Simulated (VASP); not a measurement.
# MgB5 (R3m) in VASP: a series of runs, part 2 of 2

VASP 6.6.1. Earlier steps stand in the parts before.

## 4. Relaxation of cell and atoms, PBE

This run uses another cell than the first one, of 8.18 Å³/atom.

File INCAR:

```
SYSTEM = MgB5
PREC = Accurate ; ENCUT = 600
EDIFF = 1E-7 ; ISMEAR = 0
SIGMA = 0.1 ; LREAL = .FALSE.
LASPH = .TRUE. ; NELM = 100
ALGO = Normal ; ISIF = 3
LWAVE = .FALSE. ; LCHARG = .FALSE.
GGA = PE ; IBRION = 2
NSW = 100 ; EDIFFG = -0.01
```

File KPOINTS:

```
regular mesh
0
G
  12 12 12
  0 0 0
```

File POSCAR:

```
MgB5
1.0
    1.8591713300      1.0733930679      4.0982920581
   -1.8591713300      1.0733930679      4.0982920581
    0.0000000000     -2.1467861357      4.0982920581
Mg B
1 5
Direct
    0.2568082619      0.2568082619      0.2568082619
    0.9072437874      0.3963225671      0.9072437874
    0.3963225671      0.9072437874      0.9072437874
    0.9072437874      0.9072437874      0.3963225671
    0.4835131461      0.4835131461      0.4835131461
    0.6298713700      0.6298713700      0.6298713700
```

Potentials or basis: VASP PAW PBE potentials, release 64 (Mg, B).

The run is started by

```bash
$ cat potpaw_PBE.64/Mg/POTCAR potpaw_PBE.64/B/POTCAR > POTCAR
$ mpirun -np 1 vasp_std > vasp.out
```

OUTCAR:

```text
SYSTEM = MgB5
   PREC = Accurate
   ENCUT = 600
   EDIFF = 1E-7
   ISMEAR = 0
   LREAL = .FALSE.
   LASPH = .TRUE.
   NELM = 100
   ISIF = 3
   GGA = PE
   IBRION = 2
   NSW = 100
   EDIFFG = -0.01

 ion  position               nearest neighbor table
   1  0.257  0.257  0.257-   6 2.20   6 2.20   6 2.20   5 2.52   5 2.52   5 2.52   2 2.52   3 2.52
                             4 2.52   4 2.59   4 2.59   3 2.59   2 2.59   2 2.59   3 2.59   5 2.79
   2  0.907  0.396  0.907-   6 1.71   3 1.82   4 1.82   3 1.90   4 1.90   5 2.10   5 2.10   1 2.52
                             1 2.59   1 2.59
   3  0.396  0.907  0.907-   6 1.71   2 1.82   4 1.82   2 1.90   4 1.90   5 2.10   5 2.10   1 2.52
                             1 2.59   1 2.59
   4  0.907  0.907  0.396-   6 1.71   3 1.82   2 1.82   2 1.90   3 1.90   5 2.10   5 2.10   1 2.52
                             1 2.59   1 2.59
   5  0.484  0.484  0.484-   6 1.80   4 2.10   4 2.10   2 2.10   3 2.10   2 2.10   3 2.10   1 2.52
                             1 2.52   1 2.52   1 2.79
   6  0.630  0.630  0.630-   2 1.71   3 1.71   4 1.71   5 1.80   1 2.20   1 2.20   1 2.20

  LATTYP: Found a trigonal (rhomboedric) cell.
 ALAT       =     4.6265201292
 COS(alpha) =     0.6770316902

  Lattice vectors:

 A1 = (   1.8591713300,   1.0733930679,   4.0982920581)
 A2 = (  -1.8591713300,   1.0733930679,   4.0982920581)
 A3 = (   0.0000000000,  -2.1467861357,   4.0982920581)

Analysis of symmetry for initial positions (statically):
=====================================================================
 Subroutine PRICEL returns:
 Original cell was already a primitive cell.

 Routine SETGRP: Setting up the symmetry group for a
 trigonal (rhombohedral) supercell.

 Subroutine GETGRP returns: Found  6 space group operations
 (whereof  6 operations were pure point group operations)
 out of a pool of 12 trial point group operations.

The static configuration has the point symmetry C_3v.

[... 151 lines left out ...]
 conjugate gradient relaxation of ions
 non-spin polarized calculation
 Gauss-broadening in eV      SIGMA  =   0.10
  energy-cutoff  :      600.00
  volume of cell :       49.07
 maximum number of plane-waves:      1663
 NGX is ok and might be reduce to    40
   NGX = 19   NGY = 19   NGZ = 19

--------------------------------------- Ionic step        1  -------------------------------------------

 number of electron      17.0000000 magnetization

 Free energy of the ion-electron system (eV)
  ---------------------------------------------------
  ext. energy  EPLUGINS =         0.00000000
  ---------------------------------------------------
  free energy    TOTEN  =       -32.26809099 eV

  energy without entropy =      -32.25708684  energy(sigma->0) =      -32.26258891

------------------------ aborting loop because EDIFF is reached ----------------------------------------

  FORCE on cell =-STRESS in cart. coord.  units (eV):
  Direction    XX          YY          ZZ          XY          YZ          ZX
  --------------------------------------------------------------------------------------
  -------------------------------------------------------------------------------------
  Total       -0.2769728     -0.2769728      0.1436353      0.0000000      0.0000000      0.0000000
  in kB       -9.0430584     -9.0430584      4.6896377      0.0000000      0.0000000      0.0000000
  external PRESSURE =      -4.4654930 kB  Pullay stress =       0.0000000 kB
[... 187 lines left out ...]
--------------------------------------- Ionic step        6  -------------------------------------------

 number of electron      17.0000000 magnetization

 Free energy of the ion-electron system (eV)
  ---------------------------------------------------
  ext. energy  EPLUGINS =         0.00000000
  ---------------------------------------------------
  free energy    TOTEN  =       -32.26930276 eV

  energy without entropy =      -32.25839881  energy(sigma->0) =      -32.26385078

 E-fermi :   7.4187     XC(G=0): -11.3871

 val. band max:        7.4177590756   @ k =   0.4167   0.1667   0.1667
 cond. band min:       7.4208467831   @ k =  -0.4167   0.4167   0.1667
 fundamental gap:      0.0030877075
 Fermi energy:         7.4186798645

 k-point     1 :       0.0000    0.0000    0.0000
  band No.  band energies     occupation
      1      -8.8465      2.00000
      2      -2.3758      2.00000
      3      -0.3172      2.00000
      4       0.2698      2.00000
      5       1.6997      2.00000
      6       1.6997      2.00000
      7       4.0794      2.00000
      8       4.0794      2.00000
      9       7.1730      1.99949
     10       8.0987      0.00000
     11       8.0987      0.00000
     12       9.9366      0.00000
[... 331 lines left out ...]
 k-point    24 :      -0.4167    0.1667    0.0000
  band No.  band energies     occupation
      1      -6.3337      2.00000
      2      -5.2010      2.00000
      3      -2.6318      2.00000
      4      -0.3735      2.00000
      5       1.2310      2.00000
      6       2.1679      2.00000
      7       2.9799      2.00000
      8       4.1000      2.00000
      9       6.9781      2.00000
     10       9.3317      0.00000
     11      10.9800      0.00000
     12      12.4144      0.00000

 [... further k-points ...]
[... 5 lines left out ...]
  --------------------------------------------------------------------------------------
  -------------------------------------------------------------------------------------
  Total       -0.0097396     -0.0097396     -0.0131324      0.0000000     -0.0000000      0.0000000
  in kB       -0.3188128     -0.3188128     -0.4298710      0.0000000     -0.0000000      0.0000000
  external PRESSURE =      -0.3558322 kB  Pullay stress =       0.0000000 kB
[... 21 lines left out ...]
  FREE ENERGIE OF THE ION-ELECTRON SYSTEM (eV)
  ---------------------------------------------------
  free  energy   TOTEN  =       -32.2693027570 eV

  energy  without entropy=      -32.2583988103  energy(sigma->0) =      -32.26385078

 reached required accuracy - stopping structural energy minimisation
```

CONTCAR:

```text
MgB5
   1.00000000000000
     1.8541278371121135    1.0704812059233528    4.1100365511705457
    -1.8541278371121135    1.0704812059233528    4.1100365511705457
     0.0000000000000000   -2.1409624117466906    4.1100365511704711
  Mg              B
     1     5
Direct
     0.2570305753403213    0.2570305753403213    0.2570305753403213
     0.9071197435563441    0.3964470450380783    0.9071197435563441
     0.3964470450380783    0.9071197435563441    0.9071197435563441
     0.9071197435563441    0.9071197435563441    0.3964470450380783
     0.4837515926351443    0.4837515926351443    0.4837515926351443
     0.6295342197737694    0.6295342197737694    0.6295342197737694

  0.00000000E+00  0.00000000E+00  0.00000000E+00
  0.00000000E+00  0.00000000E+00  0.00000000E+00
  0.00000000E+00  0.00000000E+00  0.00000000E+00
  0.00000000E+00  0.00000000E+00  0.00000000E+00
  0.00000000E+00  0.00000000E+00  0.00000000E+00
  0.00000000E+00  0.00000000E+00  0.00000000E+00
```

It took 5.6 min on 1 thread of Intel Xeon 6975P-C (Granite Rapids), shared host; peak memory 0.34 GiB.

What came out:

```yaml
Free_energy: -32.2693 eV
Relaxed_volume: 8.16 Å³/atom
Relaxed_cell: a = 4.634 Å, b = 4.634 Å, c = 4.634 Å, α = 47.17°, β = 47.17°, γ = 47.17°
Space_group_after_relaxing_to_0.1_Å: R3m (No. 160)
Energy_gained_by_relaxing: 0.2 meV/atom
Ionic_steps: 6
Pressure_after_relaxing: 0.0 GPa
Largest_force_after_relaxing: 0.006 eV/Å
Band_gap_on_the_k_mesh: zero (an odd number of electrons rules out a gap without spin polarisation)
```

Forces in eV/Å, atoms in the order of the input:
```
Mg   0.000  0.000 -0.004
B    0.002 -0.001 -0.002
B   -0.002 -0.001 -0.002
B    0.000  0.002 -0.002
B    0.000  0.000  0.003
B    0.000  0.000  0.006
```

Step by step:
```
step  energy change (eV)  largest force (eV/Å)  pressure (GPa)  volume (Å³)
   1              0.0000                0.0963           -0.45        49.07
   2             -0.0009                0.0555            0.05        48.91
   3             -0.0009                0.0469            0.00        48.93
   4             -0.0012                0.0198            0.20        48.89
   5             -0.0012                0.0147            0.19        48.89
   6             -0.0012                0.0063           -0.04        48.95
```

Final structure:
```
Mg B
1.0
     1.85413    1.07048    4.11004
    -1.85413    1.07048    4.11004
     0.00000   -2.14096    4.11004
Mg B
1 5
Direct
  0.25703 0.25703 0.25703
  0.90712 0.39645 0.90712
  0.39645 0.90712 0.90712
  0.90712 0.90712 0.39645
  0.48375 0.48375 0.48375
  0.62953 0.62953 0.62953
```

## 5. Summary

| task | cell | k mesh | cutoff (eV) | gap on the mesh (eV) | pressure (GPa) | relaxed volume (Å³/atom) | largest force (eV/Å) |
| --- | --- | --- | --- | --- | --- | --- | --- |
| relaxation of cell and atoms | relaxed from a = 4.752 Å, angles 48.2°, 6 atoms, atomic positions A | 6 × 6 × 6 | 600 | none | 0.2 | 8.16 | 0.03 |
| single point | a = 4.636 Å, angles 47.2°, 6 atoms, atomic positions B | 12 × 12 × 12 | 520 | none | -0.1 | - | 0.02 |
| relaxation of cell and atoms | relaxed from a = 4.627 Å, angles 47.4°, 6 atoms, atomic positions B | 12 × 12 × 12 | 600 | none | 0.0 | 8.16 | 0.01 |

Alike in all rows: level PBE; potentials or basis VASP PAW PBE potentials, release 64 (Mg, B); no spin polarisation; smearing gaussian 0.1 eV.

Absolute energies hang on the potentials; compare differences alone.
